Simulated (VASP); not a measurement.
# NaTiBr3 (Pm-3m) in VASP: a series of runs

NaTiBr3 is run at these levels: PBE; tasks: single point, relaxation of cell and atoms.

Everything below comes from runs of VASP 6.6.1. Logs are shortened: lines on timing, memory, paths and dates and some standing lists are left out, and cuts for length are marked.

### Step 1. The cell of the first run

Symmetry: Pm-3m, No. 221, cubic system. The conventional cell has a = 4.901 Å, b = 4.901 Å, c = 4.901 Å, α = 90.00°, β = 90.00°, γ = 90.00°. Na (site symmetry m-3m) has 12 Br at 3.47 Å and 8 Ti at 4.24 Å within 4.6 Å. Ti (site symmetry m-3m) has 6 Br at 2.45 Å within 3.2 Å. Br (site symmetry 4/mmm) has 2 Ti at 2.45 Å within 3.2 Å.

### Step 2. Single point, PBE, collinear spin

File INCAR:

```
SYSTEM = NaTiBr3
PREC = Accurate
ENCUT = 520
EDIFF = 1E-7
ISMEAR = 0
SIGMA = 0.1
LREAL = .FALSE.
LASPH = .TRUE.
NELM = 150
ALGO = Normal
ISIF = 2
LWAVE = .FALSE.
LCHARG = .FALSE.
ISPIN = 2
MAGMOM = 0 1 0 0 0
LORBIT = 11
LMAXMIX = 4
GGA = PE
NBANDS = 32
```

File KPOINTS:

```
regular mesh
0
G
  4 4 4
  0 0 0
```

File POSCAR:

```
NaTiBr3
1.0
    4.9011461337      0.0000000000      0.0000000000
    0.0000000000      4.9011461337      0.0000000000
    0.0000000000      0.0000000000      4.9011461337
Na Ti Br
1 1 3
Direct
    0.0000000000      0.0000000000      0.0000000000
    0.5000000000      0.5000000000      0.5000000000
    0.0000000000      0.5000000000      0.5000000000
    0.5000000000      0.0000000000      0.5000000000
    0.5000000000      0.5000000000      0.0000000000
```

Potentials or basis: VASP PAW PBE potentials, release 64 (Na_pv, Ti_sv, Br).

The run is started by

```console
$ cat potpaw_PBE.64/Na_pv/POTCAR potpaw_PBE.64/Ti_sv/POTCAR potpaw_PBE.64/Br/POTCAR > POTCAR
$ mpirun -np 1 vasp_std > vasp.out
```

OUTCAR:

```text
SYSTEM = NaTiBr3
   PREC = Accurate
   ENCUT = 520
   EDIFF = 1E-7
   ISMEAR = 0
   LREAL = .FALSE.
   LASPH = .TRUE.
   NELM = 150
   ISIF = 2
   ISPIN = 2
   LORBIT = 11
   GGA = PE

 ion  position               nearest neighbor table
   1  0.000  0.000  0.000-
   2  0.500  0.500  0.500-   3 2.45   4 2.45   5 2.45   5 2.45   4 2.45   3 2.45
   3  0.000  0.500  0.500-   2 2.45   2 2.45
   4  0.500  0.000  0.500-   2 2.45   2 2.45
   5  0.500  0.500  0.000-   2 2.45   2 2.45

  LATTYP: Found a simple cubic cell.
 ALAT       =     4.9011461337

  Lattice vectors:

 A1 = (   4.9011461337,   0.0000000000,   0.0000000000)
 A2 = (   0.0000000000,   4.9011461337,   0.0000000000)
 A3 = (   0.0000000000,   0.0000000000,   4.9011461337)

Analysis of symmetry for initial positions (statically):
=====================================================================
 Subroutine PRICEL returns:
 Original cell was already a primitive cell.

 Routine SETGRP: Setting up the symmetry group for a
 simple cubic supercell.

 Subroutine GETGRP returns: Found 48 space group operations
 (whereof 48 operations were pure point group operations)
 out of a pool of 48 trial point group operations.

The static configuration has the point symmetry O_h .

Analysis of symmetry for dynamics (positions and initial velocities):
=====================================================================
 Subroutine PRICEL returns:
 Original cell was already a primitive cell.

 Routine SETGRP: Setting up the symmetry group for a
 simple cubic supercell.

 Subroutine GETGRP returns: Found 48 space group operations
 (whereof 48 operations were pure point group operations)
 out of a pool of 48 trial point group operations.

The dynamic configuration has the point symmetry O_h .

Analysis of structural, dynamic, and magnetic symmetry:
=====================================================================
 Subroutine PRICEL returns:
 Original cell was already a primitive cell.

 Routine SETGRP: Setting up the symmetry group for a
 simple cubic supercell.

 Subroutine GETGRP returns: Found 48 space group operations
 (whereof 48 operations were pure point group operations)
 out of a pool of 48 trial point group operations.

The overall configuration has the point symmetry O_h .

 Subroutine INISYM returns: Found 48 space group operations
 (whereof 48 operations are pure point group operations),
 and found     1 'primitive' translations

----------------------------------------------------------------------------------------

                                     Primitive cell

  volume of cell :     117.7316

  direct lattice vectors                    reciprocal lattice vectors
     4.901146134  0.000000000  0.000000000     0.204033908  0.000000000  0.000000000
     0.000000000  4.901146134  0.000000000     0.000000000  0.204033908  0.000000000
     0.000000000  0.000000000  4.901146134     0.000000000  0.000000000  0.204033908

  length of vectors
     4.901146134  4.901146134  4.901146134     0.204033908  0.204033908  0.204033908

  position of ions in fractional coordinates (direct lattice)
     0.000000000  0.000000000  0.000000000
     0.500000000  0.500000000  0.500000000
     0.000000000  0.500000000  0.500000000
     0.500000000  0.000000000  0.500000000
     0.500000000  0.500000000  0.000000000

  ion indices of the primitive-cell ions
   primitive index   ion index
                 1           1
                 2           2
                 3           3
                 4           4
                 5           5

----------------------------------------------------------------------------------------

 KPOINTS: regular mesh

Automatic generation of k-mesh.
 Grid dimensions read from file:
 generate k-points for:    4    4    4

 Generating k-lattice:

  Cartesian coordinates                     Fractional coordinates (reciprocal lattice)
     0.051008477  0.000000000  0.000000000     0.250000000  0.000000000  0.000000000
     0.000000000  0.051008477  0.000000000     0.000000000  0.250000000  0.000000000
     0.000000000  0.000000000  0.051008477     0.000000000  0.000000000  0.250000000

  Length of vectors
     0.051008477  0.051008477  0.051008477

  Shift w.r.t. Gamma in fractional coordinates (k-lattice)
     0.000000000  0.000000000  0.000000000

 Subroutine IBZKPT returns following result:
 ===========================================

 Found     10 irreducible k-points:

 Following reciprocal coordinates:
            Coordinates               Weight
  0.000000  0.000000  0.000000      1.000000
  0.250000  0.000000  0.000000      6.000000
  0.500000  0.000000  0.000000      3.000000
  0.250000  0.250000  0.000000     12.000000
  0.500000  0.250000  0.000000     12.000000
  0.500000  0.500000  0.000000      3.000000
  0.250000  0.250000  0.250000      8.000000
  0.500000  0.250000  0.250000     12.000000
  0.500000  0.500000  0.250000      6.000000
  0.500000  0.500000  0.500000      1.000000
   k-points           NKPTS =     10   k-points in BZ     NKDIM =     10   number of bands    NBANDS=     32
   number of dos      NEDOS =    301   number of ions     NIONS =      5
   total plane-waves  NPLWV =  46656
   dimension x,y,z NGX =    36 NGY =   36 NGZ =   36
   dimension x,y,z NGXF=    72 NGYF=   72 NGZF=   72
   ions per type =               1   1   3
   NGX,Y,Z   is equivalent  to a cutoff of  12.21, 12.21, 12.21 a.u.
   NGXF,Y,Z  is equivalent  to a cutoff of  24.42, 24.42, 24.42 a.u.
 SYSTEM =  NaTiBr3
   PREC   = accura    normal or accurate (medium, high low for compatibility)
   ISTART =      0    job   : 0-new  1-cont  2-samecut
   ICHARG =      2    charge: 1-file 2-atom 10-const
   ISPIN  =      2    spin polarized calculation?
   LNONCOLLINEAR =      F non collinear calculations
   LSORBIT =      F    spin-orbit coupling
   LASPH  =      T    aspherical Exc in radial PAW
   ENCUT  =  520.0 eV  38.22 Ry    6.18 a.u.   9.11  9.11  9.11*2*pi/ulx,y,z
   NELM   =    150;   NELMIN=  2; NELMDL= -5     # of ELM steps
   EDIFF  = 0.1E-06   stopping-criterion for ELM
   LREAL  =      F    real-space projection
   EDIFFG = 0.1E-05   stopping-criterion for IOM
   NSW    =      0    number of steps for IOM
   IBRION =     -1    ionic relax: 0-MD 1-quasi-New 2-CG
   NFREE  =      0    steps in history (QN), initial steepest desc. (CG)
   ISIF   =      2    stress and relaxation
   ISYM   =      2    0-nonsym 1-usesym 2-fastsym
   POTIM  = 0.5000    time-step for ionic-motion
   TEBEG  =    0.0;   TEEND  =   0.0 temperature during run
   PSTRESS=    0.0 pullay stress
   NELECT =      40.0000    total number of electrons
   NUPDOWN=      -1.0000    fix difference up-down
   EMIN   =  10.00;   EMAX   =-10.00  energy-range for DOS
   EFERMI =   0.00;   METHOD = LEGACY
   ISMEAR =     0;   SIGMA  =   0.10  broadening in eV -4-tet -1-fermi 0-gaus
   EFERMI_NEDOS =   21; number of points for ismear=-14 and -15
   IALGO  =     38    algorithm
   IMIX   =      4    mixing-type and parameters
     AMIX     =   0.40;   BMIX     =  1.00
     AMIX_MAG =   1.60;   BMIX_MAG =  1.00
  volume/ion in A,a.u.               =      23.55       158.90
  Fermi-wavevector in a.u.,A,eV,Ry     =   1.142345  2.158718 17.754942  1.304951
  Thomas-Fermi vector in A             =   2.279043
   LORBIT       =     11    0 simple, 1 ext, 2 COOP (PROOUT), +10 PAW based schemes
   GGA     = PE    functional components
   LHFCALC =     F    Hartree Fock is set to
   AEXX    =    0.0000 exact exchange contribution
   IVDW    =     0    specifies the selected vdW correction
   LEPSILON=     F    determine dielectric tensor
   LRPA    =     F    only Hartree local field effects (RPA)
 spin polarized calculation
 Gauss-broadening in eV      SIGMA  =   0.10
  energy-cutoff  :      520.00
  volume of cell :      117.73
 maximum number of plane-waves:      3191
   NGX = 19   NGY = 19   NGZ = 19

 number of electron      40.0000006 magnetization       1.6006952

 Free energy of the ion-electron system (eV)
  ---------------------------------------------------
  ext. energy  EPLUGINS =         0.00000000
  ---------------------------------------------------
  free energy    TOTEN  =       -18.57393195 eV

  energy without entropy =      -18.56193789  energy(sigma->0) =      -18.56793492

 E-fermi :   5.4421     XC(G=0):  -9.0034

 val. band max:        5.3853167299   @ k =   0.0000   0.0000   0.0000
 cond. band min:       5.5105827036   @ k =   0.5000   0.2500   0.2500
 fundamental gap:      0.1252659738
 Fermi energy:         5.4420635329

 spin component 1

 k-point     1 :       0.0000    0.0000    0.0000
  band No.  band energies     occupation
      1     -52.6259      1.00000
      2     -29.0206      1.00000
      3     -29.0206      1.00000
      4     -29.0206      1.00000
      5     -21.0630      1.00000
      6     -21.0630      1.00000
[... 339 lines left out ...]
     31      12.1442      0.00000
     32      12.8406      0.00000
 Fermi energy:         5.4420635329

 spin component 2

 k-point     1 :       0.0000    0.0000    0.0000
  band No.  band energies     occupation
      1     -51.4815      1.00000
      2     -27.8765      1.00000
      3     -27.8765      1.00000
      4     -27.8765      1.00000
      5     -21.0603      1.00000
      6     -21.0603      1.00000
[... 339 lines left out ...]
     31      12.2005      0.00000
     32      12.9329      0.00000

------------------------ aborting loop because EDIFF is reached ----------------------------------------

  FORCE on cell =-STRESS in cart. coord.  units (eV):
  Direction    XX          YY          ZZ          XY          YZ          ZX
  --------------------------------------------------------------------------------------
  -------------------------------------------------------------------------------------
  Total        7.8796464      7.8796464      7.8796464     -0.0000000     -0.0000000      0.0000000
  in kB      107.2319874    107.2319874    107.2319874     -0.0000000     -0.0000000      0.0000000
  external PRESSURE =     107.2319874 kB  Pullay stress =       0.0000000 kB

 VOLUME and BASIS-vectors are now :
 -----------------------------------------------------------------------------
  energy-cutoff  :      520.00
  volume of cell :      117.73
      direct lattice vectors                 reciprocal lattice vectors
     4.901146134  0.000000000  0.000000000     0.204033908  0.000000000  0.000000000
     0.000000000  4.901146134  0.000000000     0.000000000  0.204033908  0.000000000
     0.000000000  0.000000000  4.901146134     0.000000000  0.000000000  0.204033908

 POSITION                                       TOTAL-FORCE (eV/Angst)
 -----------------------------------------------------------------------------------
      0.00000      0.00000      0.00000         0.000000      0.000000      0.000000
      2.45057      2.45057      2.45057         0.000000      0.000000      0.000000
      0.00000      2.45057      2.45057         0.000000      0.000000      0.000000
      2.45057      0.00000      2.45057         0.000000      0.000000      0.000000
      2.45057      2.45057      0.00000         0.000000      0.000000      0.000000
 -----------------------------------------------------------------------------------
    total drift:                                0.000000      0.000000      0.000000

  FREE ENERGIE OF THE ION-ELECTRON SYSTEM (eV)
  ---------------------------------------------------
  free  energy   TOTEN  =       -18.5739319466 eV

  energy  without entropy=      -18.5619378937  energy(sigma->0) =      -18.56793492

 total charge

# of ion       s       p       d       tot
------------------------------------------
    1        0.024   5.956   0.000   5.981
    2        2.147   6.129   2.152  10.428
    3        1.609   3.338   0.037   4.983
    4        1.609   3.338   0.037   4.983
    5        1.609   3.338   0.037   4.983
--------------------------------------------------
tot          6.998  22.098   2.262  31.359

 magnetization (x)

# of ion       s       p       d       tot
------------------------------------------
    1        0.003   0.001   0.000   0.003
    2        0.008   0.009   1.185   1.201
    3        0.000   0.002   0.015   0.017
    4        0.000   0.002   0.015   0.017
    5        0.000   0.002   0.015   0.017
--------------------------------------------------
tot          0.011   0.016   1.229   1.256
```

Wall time 2.5 min (1 thread of Intel Xeon 8259CL, shared host); peak memory 0.27 GiB.

What came out:

```
Free energy                                           : -18.5739 eV
Pressure                                              : 10.7 GPa
Net moment                                            : 1.60 μB per cell
Site moments                                          : Na +0.00; Ti +1.20; Br +0.02 μB
Valence electrons inside the program's atomic spheres : Na 5.98; Ti 10.43; Br 4.98
```

Caveat: the cell stands under pressure; semilocal functionals often make such compounds metallic where correlation or magnetic order opens a gap, which also shifts bond lengths.

(Continued in part 2 of 2.)
